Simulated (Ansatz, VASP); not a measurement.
**MgAu in VASP and in Ansatz**

INCAR

```
SYSTEM = MgAu
ALGO = Normal
EDIFF = 1E-6
ENCUT = 520
ISIF = 2
ISMEAR = 1
LASPH = .True.
LCHARG = .False.
LREAL = .False.
LWAVE = .False.
NBANDS = 14
NELM = 100
PREC = Accurate
SIGMA = 0.1
```

The input KPOINTS:

```
k-points
0
Gamma
  9 9 9
  0 0 0
```

The input POSCAR:

```
MgAu
1.0
    3.3018864970      0.0000000000      0.0000000000
    0.0000000000      3.3018864970      0.0000000000
    0.0000000000      0.0000000000      3.3018864970
Mg Au
1 1
Direct
    0.5000000000      0.5000000000      0.5000000000
    0.0000000000      0.0000000000      0.0000000000
```

Input for Ansatz:

```yaml
crystal:
  lattice:
    - [3.3018864970499573, 0.0, 0.0]
    - [0.0, 3.3018864970499573, 0.0]
    - [0.0, 0.0, 3.3018864970499573]
  atoms:
    - { symbol: Mg, position: [0.5, 0.5, 0.5] }
    - { symbol: Au, position: [0.0, 0.0, 0.0] }
accuracy: medium
basis:
  ecutwfc: 470.0
  ecutrho_ratio: 8
kpoints:
  mp_grid:
    grid: [9, 9, 9]
hamiltonian:
  xc: lda
scf:
  convergence:
    dr2_threshold: 1.0e-09
  mixing:
    algorithm: broyden
    beta: 0.1
  occupations:
    method: methfessel_paxton
  eigensolver:
    kind: davidson
output:
  stress: true
```

Alike in both runs: task single point; functional LDA; k mesh 9 × 9 × 9; no spin polarisation.

```csv
,VASP,Ansatz
version,VASP 6.6.1,Ansatz 0.2.0
potentials or method,"VASP PAW LDA potentials, release 64 (Mg, Au), cutoff 520 eV","plane waves, PAW"
occupations,"methfessel-paxton of order 1, width 0.1 eV",methfessel-paxton of order 1
valence electrons in the cell,13,29
```

```tsv
	VASP	Ansatz	Ansatz less VASP
pressure (GPa)	-6.8	-6.4	+0.35
```

LDA's correlation is that of Perdew and Zunger in VASP and of Perdew and Wang (1992) in Ansatz. VASP's potentials hold 13 valence electrons a cell and Ansatz's 29, so a difference there can come from the potentials and not from the codes. Ansatz's warnings: stress scf threshold loose.

Neither program's run includes spin-orbit coupling.
